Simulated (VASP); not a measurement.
Here is a VASP 6.6.1 calculation.

INCAR

```
SYSTEM = Cu
  PREC = Accurate
  ENCUT = 520
  EDIFF = 1E-6
  ISMEAR = -1
  SIGMA = 0.1
  LREAL = .False.
  LASPH = .True.
  NELM = 80
  ALGO = Normal
  ISIF = 2
  LWAVE = .False.
  LCHARG = .True.
  GGA = PE
  LELF = .True.
  LVHAR = .True.
  NBANDS = 12
```

The input KPOINTS:

```
Automatic mesh
0
Gamma
  18 18 17
  0 0 0
```

File POSCAR:

```
Cu
1.0
    2.3922727442      0.0000000000      0.0000000000
   -1.1961363721      2.0717689692      0.0000000000
    0.0000000000      0.0000000000      2.3187780484
Cu
1
Direct
    0.0000000000      0.0000000000      0.0000000000
```

Potentials or basis: VASP PAW PBE potentials, release 64 (Cu).

Run with:

```bash
$ cat potpaw_PBE.64/Cu/POTCAR > POTCAR
$ mpirun -np 1 vasp_std > vasp.out
```

(1) What does it give for the pressure?

Results:

(1) 20.4 GPa.
